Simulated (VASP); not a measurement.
Zr, 2 atoms in the cell. The structure is hexagonal, space group P6_3/mmc (No. 194). Conventional cell: a = 3.232 Å, b = 3.232 Å, c = 5.147 Å, α = 90.00°, β = 90.00°, γ = 120.00°. Within 4.2 Å of Zr (site symmetry -6m2) lie 12 Zr at 3.18 to 3.23 Å. 

- Program: VASP 6.6.1
- Task: single point
- Functional: PBE
- Potentials or basis: VASP PAW PBE potentials, release 64 (Zr_sv)
- Cutoff: 500 eV
- k mesh: 5 × 5 × 3
- Occupations: fermi-dirac, width 0.05 eV
- Spin: no spin polarisation
- Dipole correction: no
- Further INCAR settings: ALGO = Normal; EDIFF = 1e-06; NBANDS = 19

Potentials or basis: VASP PAW PBE potentials, release 64 (Zr_sv).

Run with:

```console
$ cat potpaw_PBE.64/Zr_sv/POTCAR > POTCAR
$ mpirun -np 1 vasp_std > vasp.out
```

Hardware: 1 thread of AMD EPYC 7R43 64-Core Processor (Zen 3), on a shared host.

Q: How long does it take, and how much memory?

A: Wall time 7.2 s on 1 thread of AMD EPYC 7R43 64-Core Processor (Zen 3), with other jobs on the host, peak memory 0.11 GiB. Counts: scf iterations 11, k points 10.
